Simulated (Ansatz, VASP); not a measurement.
One calculation of AlGa3N4, two programs

File INCAR:

```
PREC = Accurate
ENCUT = 520
EDIFF = 1E-6
ISMEAR = 0
SIGMA = 0.05
LREAL = False
LASPH = True
NELM = 100
ALGO = Normal
ISIF = 2
LWAVE = False
LCHARG = False
GGA = PS
NBANDS = 41
```

The input KPOINTS:

```
Automatic mesh
0
Gamma
  6 8 6
```

The input POSCAR:

```
AlGa3N4
1.0
    5.1423511994      0.0000000000      0.0001215027
    0.0000000000      3.1649848006      0.0000000000
   -0.0035856898      0.0000000000      5.4784941377
Al Ga N
1 3 4
Direct
    0.0147512455      0.5000000000      0.6605567937
    0.5009124205      0.5000000000      0.3341896697
    0.4975898129      0.0000000000      0.8316842832
    0.9975682532      0.0000000000      0.1657210834
    0.1067860425      0.5000000000      0.3934975268
    0.1197308221      0.0000000000      0.7892487169
    0.6320009443      0.0000000000      0.1883577522
    0.6128539065      0.5000000000      0.6472693446
```

Input for Ansatz:

```yaml
crystal:
  lattice:
    - [5.1423511994, 0.0, 0.0001215027]
    - [0.0, 3.1649848006, 0.0]
    - [-0.0035856898, 0.0, 5.4784941377]
  atoms:
    - { symbol: Al, position: [0.0147512455, 0.5, 0.6605567937] }
    - { symbol: Ga, position: [0.5009124205, 0.5, 0.3341896697] }
    - { symbol: Ga, position: [0.4975898129, 0.0, 0.8316842832] }
    - { symbol: Ga, position: [0.9975682532, 0.0, 0.1657210834] }
    - { symbol: "N", position: [0.1067860425, 0.5, 0.3934975268] }
    - { symbol: "N", position: [0.1197308221, 0.0, 0.7892487169] }
    - { symbol: "N", position: [0.6320009443, 0.0, 0.1883577522] }
    - { symbol: "N", position: [0.6128539065, 0.5, 0.6472693446] }
basis:
  ecutwfc: 420
kpoints:
  mp_grid: { grid: [6, 8, 6] }
hamiltonian:
  xc: pbesol
scf:
  occupations: { method: gaussian, width: 0.05 }
output:
  forces: true
  stress: true
  eigenvalues: true
  write_density: true
  write_potential: true
  elf: true
  volumetric_format: npy
```

Change from the starting cell: mode 24 (697.0 1/cm) frozen in, largest displacement +0.300 Å.

Alike in both runs: task single point; functional PBEsol; k mesh 6 × 8 × 6; occupations gaussian, width 0.05 eV; no spin polarisation.

|  | VASP | Ansatz |
| --- | --- | --- |
| version | VASP 6.6.1 | Ansatz 0.2.0 |
| potentials or method | VASP PAW PBE potentials, release 64 (Al, Ga_d, N), cutoff 520 eV | scalar-relativistic, plane waves, PAW |
| valence electrons in the cell | 62 | 62 |

VASP gave:

| Property | Result |
| --- | --- |
| gap on the k mesh at the Fermi level (eV) | 1.88 |
| least direct gap on the mesh (eV) | 1.88 |
| pressure (GPa) | 10.3 |
| traceless stress, the component that is largest in VASP (GPa) | 14.05 |
| rms of the force components (eV/Å) | 3.899 |

Q: Estimate Ansatz's values.

A: gap on the k mesh at the Fermi level (eV): 1.87; least direct gap on the mesh (eV): 1.87; pressure (GPa): 10.2; traceless stress, the component that is largest in VASP (GPa): 13.78; rms of the force components (eV/Å): 3.856.

VASP's potentials were made for PBE, not for PBEsol. Atom by atom the forces differ by 0.048 eV/Å (rms over components). The functional is the same, so the differences come from potentials, cutoffs and numerics.
